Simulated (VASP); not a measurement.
Write the native input for VASP 6.6.1 that does the following.

```yaml
Task: single point
Functional: PBE
Potentials_or_basis: VASP PAW PBE potentials, release 64 (Ti_sv, Al)
Cutoff: 520 eV
k_mesh: 10 × 10 × 10
Occupations: gaussian, width 0.1 eV
Spin: no spin polarisation
Dipole_correction: no
Further_INCAR_settings: ALGO = Normal; EDIFF = 1e-06; NBANDS = 18
```

The structure of TiAl3 lies in POSCAR:

```
TiAl3
1.0
    3.9666970505      0.0000000000      0.0000000000
    0.0000000000      3.9666970505      0.0000000000
    0.0000000000      0.0000000000      3.9666970505
Ti Al
1 3
Direct
    0.0000000000      0.0000000000      0.0000000000
    0.5000000000      0.5000000000      0.0000000000
    0.5000000000      0.0000000000      0.5000000000
    0.0000000000      0.5000000000      0.5000000000
```

The input as run:

INCAR

```
SYSTEM = TiAl3
  PREC = Accurate
  ENCUT = 520
  EDIFF = 1E-6
  ISMEAR = 0
  SIGMA = 0.1
  LREAL = .FALSE.
  LASPH = .TRUE.
  NELM = 60
  ALGO = Normal
  ISIF = 2
  LWAVE = .FALSE.
  LCHARG = .FALSE.
  GGA = PE
  NBANDS = 18
```

KPOINTS

```
Automatic mesh
0
G
  10 10 10
  0 0 0
```

Potentials or basis: VASP PAW PBE potentials, release 64 (Ti_sv, Al).

Run with:

```console
$ cat potpaw_PBE.64/Ti_sv/POTCAR potpaw_PBE.64/Al/POTCAR > POTCAR
$ mpirun -np 1 vasp_std > vasp.out
```

It gave:

```json
{"Pressure": "0.9 GPa", "Band gap on the k mesh": "zero (an odd number of electrons rules out a gap without spin polarisation)"}
```

Run time: 91 s on 1 thread of Intel Xeon 8259CL, with other jobs on the host, peak memory 0.21 GiB.
